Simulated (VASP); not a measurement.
# Pt (Im-3m) in VASP: further runs, part 2 of 3

VASP 6.6.1.

### 3 Single point, r2SCAN, collinear spin, ferromagnetic start

This run uses another cell than the first one, of 15.48 Å³/atom, 1.042 times its volume.

File POSCAR:

```
Pt
1.0
   -1.5700618736      1.5700618736      1.5700618736
    1.5700618736     -1.5700618736      1.5700618736
    1.5700618736      1.5700618736     -1.5700618736
Pt
1
Direct
    0.0000000000      0.0000000000      0.0000000000
```

File INCAR.step1:

```
SYSTEM = Pt
ALGO = Normal
EDIFF = 1E-4
ENCUT = 520
GGA = PE
ISMEAR = -1
ISPIN = 2
LASPH = .TRUE.
LCHARG = .FALSE.
LMAXMIX = 4
LREAL = .FALSE.
LWAVE = .TRUE.
MAGMOM = 1
NBANDS = 15
NELM = 150
PREC = Accurate
SIGMA = 0.05
```

File INCAR.step2:

```
SYSTEM = Pt
ALGO = Normal
EDIFF = 1E-6
ENCUT = 520
ISIF = 2
ISMEAR = -1
ISPIN = 2
ISTART = 1
LASPH = .TRUE.
LCHARG = .TRUE.
LELF = .TRUE.
LMAXMIX = 4
LMIXTAU = .TRUE.
LORBIT = 11
LREAL = .FALSE.
LVHAR = .TRUE.
LWAVE = .FALSE.
MAGMOM = 1
METAGGA = R2SCAN
NBANDS = 15
NELM = 150
PREC = Accurate
SIGMA = 0.05
```

File KPOINTS:

```
k-points
0
G
  16 16 16
  0 0 0
```

Potentials or basis: VASP PAW PBE potentials, release 64 (Pt).

Launch:

```sh
$ cat potpaw_PBE.64/Pt/POTCAR > POTCAR
$ cp INCAR.step1 INCAR
$ mpirun -np 1 vasp_std > vasp.out
$ cp INCAR.step2 INCAR
$ mpirun -np 1 vasp_std > vasp.out
```

OUTCAR:

```text
SYSTEM = Pt
   EDIFF = 1E-6
   ENCUT = 520
   ISIF = 2
   ISMEAR = -1
   ISPIN = 2
   ISTART = 1
   LASPH = .TRUE.
   LORBIT = 11
   LREAL = .FALSE.
   METAGGA = R2SCAN
   NELM = 150
   PREC = Accurate

 ion  position               nearest neighbor table
   1  0.000  0.000  0.000-

  LATTYP: Found a body centered cubic cell.
 ALAT       =     3.1401237472

  Lattice vectors:

 A1 = (  -1.5700618736,   1.5700618736,   1.5700618736)
 A2 = (   1.5700618736,  -1.5700618736,   1.5700618736)
 A3 = (   1.5700618736,   1.5700618736,  -1.5700618736)

Analysis of symmetry for initial positions (statically):
=====================================================================
 Subroutine PRICEL returns:
 Original cell was already a primitive cell.

 Routine SETGRP: Setting up the symmetry group for a
 body centered cubic supercell.

 Subroutine GETGRP returns: Found 48 space group operations
 (whereof 48 operations were pure point group operations)
 out of a pool of 48 trial point group operations.

The static configuration has the point symmetry O_h .
[... 619 lines left out ...]
      1       0.3654      1.00000
      2       6.5991      1.00000
      3       6.5991      1.00000
      4       6.5991      1.00000
      5       9.1764      1.00000
      6       9.1764      1.00000
      7      28.4073      0.00000
      8      28.4073      0.00000
      9      28.4073      0.00000
     10      39.0851      0.00000
     11      39.0851      0.00000
     12      39.3786      0.00000
     13      39.3786      0.00000
     14      39.3786      0.00000
[... 403 lines left out ...]
      4       8.7151      1.00000
      5       9.5703      1.00000
      6      11.7892      0.00000
      7      21.3324      0.00000
      8      24.5163      0.00000
      9      27.7885      0.00000
     10      32.4771      0.00000
     11      36.7868      0.00000
     12      39.4031      0.00000
     13      42.2044      0.00000
     14      42.7696      0.00000
     15      44.0682      0.00000

 [... further k-points ...]
[... 5 lines left out ...]
  --------------------------------------------------------------------------------------
  -------------------------------------------------------------------------------------
  Total        0.0633153      0.0633153      0.0633153     -0.0000000      0.0000000      0.0000000
  in kB        6.5525278      6.5525278      6.5525278     -0.0000000      0.0000000      0.0000000
  external PRESSURE =       6.5525278 kB  Pullay stress =       0.0000000 kB

 VOLUME and BASIS-vectors are now :
 -----------------------------------------------------------------------------
  energy-cutoff  :      520.00
  volume of cell :       15.48
      direct lattice vectors                 reciprocal lattice vectors
    -1.570061874  1.570061874  1.570061874     0.000000000  0.318458787  0.318458787
     1.570061874 -1.570061874  1.570061874     0.318458787  0.000000000  0.318458787
     1.570061874  1.570061874 -1.570061874     0.318458787  0.318458787  0.000000000

 POSITION                                       TOTAL-FORCE (eV/Angst)
 -----------------------------------------------------------------------------------
      0.00000      0.00000      0.00000         0.000000      0.000000      0.000000
 -----------------------------------------------------------------------------------
    total drift:                                0.000000     -0.000000      0.000000

  FREE ENERGIE OF THE ION-ELECTRON SYSTEM (eV)
  ---------------------------------------------------
  free  energy   TOTEN  =       -51.4029682004 eV

  energy  without entropy=      -51.3915386460  energy(sigma->0) =      -51.39725342

 total charge

# of ion       s       p       d       tot
------------------------------------------
    1        0.632   0.546   8.073   9.251

 magnetization (x)

# of ion       s       p       d       tot
------------------------------------------
    1       -0.000  -0.000  -0.000  -0.000
```

OUTCAR.step1:

```text
SYSTEM = Pt
   EDIFF = 1E-4
   ENCUT = 520
   GGA = PE
   ISMEAR = -1
   ISPIN = 2
   LASPH = .TRUE.
[... 1104 lines left out ...]
 -----------------------------------------------------------------------------------
      0.00000      0.00000      0.00000         0.000000     -0.000000     -0.000000
 -----------------------------------------------------------------------------------
    total drift:                                0.000000     -0.000000      0.000000

  FREE ENERGIE OF THE ION-ELECTRON SYSTEM (eV)
  ---------------------------------------------------
  free  energy   TOTEN  =        -5.9928795211 eV

  energy  without entropy=       -5.9809485158  energy(sigma->0) =       -5.98691402
```

Run time: 93 s. Hardware: 1 thread of Intel Xeon 6975P-C (Granite Rapids), shared host; peak memory 0.17 GiB.

What came out:

```
Free energy                                           : -51.4030 eV
Pressure                                              : 0.7 GPa
Band gap on the k mesh                                : zero (filled and empty bands overlap)
Net moment                                            : 0.00 μB per cell
Valence electrons inside the program's atomic spheres : Pt 9.25
```

Levels at points of the mesh, in eV from the Fermi level:
Spin up:
| k point | band 3 | band 4 | band 5 | band 6 | band 7 | band 8 |
| --- | --- | --- | --- | --- | --- | --- |
| (0.00, 0.00, 0.00) | -3.77 | -3.77 | -1.19 | -1.19 | 18.04 | 18.04 |
| (0.50, 0.00, 0.00) | -1.36 | -0.86 | 0.34 | 1.10 | 6.75 | 14.03 |
| (0.50, 0.50, 0.50) | 0.54 | 0.54 | 0.54 | 8.12 | 8.12 | 8.12 |
Spin down:
```csv
k point,band 3,band 4,band 5,band 6,band 7,band 8
"(0.00, 0.00, 0.00)",-3.77,-3.77,-1.19,-1.19,18.04,18.04
"(0.50, 0.00, 0.00)",-1.36,-0.86,0.34,1.10,6.75,14.03
"(0.50, 0.50, 0.50)",0.54,0.54,0.54,8.12,8.12,8.12
```

Caveat: the PAW data sets were made with another functional, which shifts forces and pressure a little; spin-orbit coupling is left out, which moves the levels of the heavy elements.

### 4 Single point, r2SCAN, collinear spin, ferromagnetic start (volume scaled by 1.04)

File POSCAR:

```
Pt
1.0
   -1.5907229518      1.5907229518      1.5907229518
    1.5907229518     -1.5907229518      1.5907229518
    1.5907229518      1.5907229518     -1.5907229518
Pt
1
Direct
    0.0000000000      0.0000000000      0.0000000000
```

File INCAR.step1:

```
SYSTEM = Pt
PREC = Accurate
ENCUT = 520
ISMEAR = -1
SIGMA = 0.05
LREAL = .False.
LASPH = .True.
NELM = 150
ISPIN = 2
MAGMOM = 1
LMAXMIX = 4
NBANDS = 15
GGA = PE
ALGO = Normal
EDIFF = 1E-4
LWAVE = .True.
LCHARG = .False.
```

File INCAR.step2:

```
SYSTEM = Pt
PREC = Accurate
ENCUT = 520
EDIFF = 1E-6
ISMEAR = -1
SIGMA = 0.05
LREAL = .False.
LASPH = .True.
NELM = 150
ALGO = Normal
ISIF = 2
LWAVE = .False.
LCHARG = .False.
ISPIN = 2
MAGMOM = 1
LORBIT = 11
LMAXMIX = 4
METAGGA = R2SCAN
LMIXTAU = .True.
NBANDS = 15
ISTART = 1
```

File KPOINTS:

```
Automatic mesh
0
Gamma
  16 16 16
  0 0 0
```

Potentials or basis: VASP PAW PBE potentials, release 64 (Pt).

Launch:

```sh
$ cat potpaw_PBE.64/Pt/POTCAR > POTCAR
$ cp INCAR.step1 INCAR
$ mpirun -np 1 vasp_std > vasp.out
$ cp INCAR.step2 INCAR
$ mpirun -np 1 vasp_std > vasp.out
```

OUTCAR:

```text
SYSTEM = Pt
   PREC = Accurate
   ENCUT = 520
   EDIFF = 1E-6
   ISMEAR = -1
   LREAL = .False.
   LASPH = .True.
   NELM = 150
   ISIF = 2
   ISPIN = 2
   LORBIT = 11
   METAGGA = R2SCAN
   ISTART = 1

 ion  position               nearest neighbor table
   1  0.000  0.000  0.000-

  LATTYP: Found a body centered cubic cell.
 ALAT       =     3.1814459036

  Lattice vectors:

 A1 = (  -1.5907229518,   1.5907229518,   1.5907229518)
 A2 = (   1.5907229518,  -1.5907229518,   1.5907229518)
 A3 = (   1.5907229518,   1.5907229518,  -1.5907229518)

Analysis of symmetry for initial positions (statically):
=====================================================================
 Subroutine PRICEL returns:
 Original cell was already a primitive cell.

 Routine SETGRP: Setting up the symmetry group for a
 body centered cubic supercell.

 Subroutine GETGRP returns: Found 48 space group operations
 (whereof 48 operations were pure point group operations)
 out of a pool of 48 trial point group operations.

The static configuration has the point symmetry O_h .

Analysis of symmetry for dynamics (positions and initial velocities):
=====================================================================
 Subroutine PRICEL returns:
[... 624 lines left out ...]
     10      37.8899      0.00000
     11      37.8899      0.00000
     12      37.8946      0.00000
     13      37.8946      0.00000
     14      37.8946      0.00000
[... 403 lines left out ...]
      4       8.1168      1.00000
      5       8.9074      1.00000
      6      11.0266      0.00000
      7      20.3196      0.00000
      8      23.4933      0.00000
      9      26.8015      0.00000
     10      31.5365      0.00000
     11      35.6641      0.00000
     12      38.1718      0.00000
     13      40.9480      0.00000
     14      41.5765      0.00000
     15      43.3606      0.00000

 [... further k-points ...]
[... 5 lines left out ...]
  --------------------------------------------------------------------------------------
  -------------------------------------------------------------------------------------
  Total       -0.8687731     -0.8687731     -0.8687731      0.0000000     -0.0000000      0.0000000
  in kB      -86.4516523    -86.4516523    -86.4516523      0.0000000     -0.0000000      0.0000000
  external PRESSURE =     -86.4516523 kB  Pullay stress =       0.0000000 kB

 VOLUME and BASIS-vectors are now :
 -----------------------------------------------------------------------------
  energy-cutoff  :      520.00
  volume of cell :       16.10
      direct lattice vectors                 reciprocal lattice vectors
    -1.590722952  1.590722952  1.590722952     0.000000000  0.314322491  0.314322491
     1.590722952 -1.590722952  1.590722952     0.314322491  0.000000000  0.314322491
     1.590722952  1.590722952 -1.590722952     0.314322491  0.314322491  0.000000000

 POSITION                                       TOTAL-FORCE (eV/Angst)
 -----------------------------------------------------------------------------------
      0.00000      0.00000      0.00000         0.000000     -0.000000      0.000000
 -----------------------------------------------------------------------------------
    total drift:                                0.000000     -0.000000      0.000000

  FREE ENERGIE OF THE ION-ELECTRON SYSTEM (eV)
  ---------------------------------------------------
  free  energy   TOTEN  =       -51.3869760404 eV

  energy  without entropy=      -51.3748550324  energy(sigma->0) =      -51.38091554

 total charge

# of ion       s       p       d       tot
------------------------------------------
    1        0.613   0.502   8.046   9.160

 magnetization (x)

# of ion       s       p       d       tot
------------------------------------------
    1       -0.000  -0.000  -0.000  -0.000
```

OSZICAR.step1:

```text
N       E                     dE             d eps       ncg     rms          rms(c)
DAV:   1     0.434755449706E+02    0.43476E+02   -0.47341E+03  8764   0.582E+02
DAV:   2    -0.549695236448E+01   -0.48972E+02   -0.46760E+02 11528   0.153E+02
DAV:   3    -0.626117726057E+01   -0.76422E+00   -0.76236E+00 11654   0.173E+01
DAV:   4    -0.626389622931E+01   -0.27190E-02   -0.27188E-02 10611   0.120E+00
DAV:   5    -0.626391499282E+01   -0.18764E-04   -0.18762E-04 11591   0.860E-02    0.107E+01
DAV:   6    -0.602894946169E+01    0.23497E+00   -0.67908E-01 12557   0.508E+00    0.570E+00
DAV:   7    -0.599779924223E+01    0.31150E-01   -0.11602E-01 12662   0.195E+00    0.280E+00
DAV:   8    -0.599593405805E+01    0.18652E-02   -0.19919E-03 10850   0.283E-01    0.144E+00
DAV:   9    -0.599475152188E+01    0.11825E-02   -0.92673E-04 11941   0.209E-01    0.107E-01
DAV:  10    -0.599484540294E+01   -0.93881E-04   -0.12246E-04  9056   0.612E-02
   1 F= -.59948454E+01 E0= -.59885572E+01  d E =-.125765E-01  mag=    -0.0013
```

Wall time 89 s (1 thread of Intel Xeon 6975P-C (Granite Rapids), shared host); peak memory 0.17 GiB.

What came out:

```
Free energy                                           : -51.3870 eV
Pressure                                              : -8.6 GPa
Band gap on the k mesh                                : zero (filled and empty bands overlap)
Net moment                                            : 0.00 μB per cell
Valence electrons inside the program's atomic spheres : Pt 9.16
```

Levels at points of the mesh, in eV from the Fermi level:
Spin up:
```csv
k point,band 3,band 4,band 5,band 6,band 7,band 8
"(0.00, 0.00, 0.00)",-3.55,-3.55,-1.12,-1.12,18.05,18.05
"(0.50, 0.00, 0.00)",-1.29,-0.82,0.48,1.01,6.41,14.03
"(0.50, 0.50, 0.50)",0.49,0.49,0.49,8.02,8.02,8.02
```
Spin down:
| k point | band 3 | band 4 | band 5 | band 6 | band 7 | band 8 |
| --- | --- | --- | --- | --- | --- | --- |
| (0.00, 0.00, 0.00) | -3.55 | -3.55 | -1.12 | -1.12 | 18.05 | 18.05 |
| (0.50, 0.00, 0.00) | -1.29 | -0.82 | 0.48 | 1.01 | 6.41 | 14.03 |
| (0.50, 0.50, 0.50) | 0.49 | 0.49 | 0.49 | 8.02 | 8.02 | 8.02 |

Caveat: the cell differs from its parent crystal (volume scaled by 1.04); the PAW data sets were made with another functional, which shifts forces and pressure a little; spin-orbit coupling is left out, which moves the levels of the heavy elements.

(Continued in part 3 of 3.)
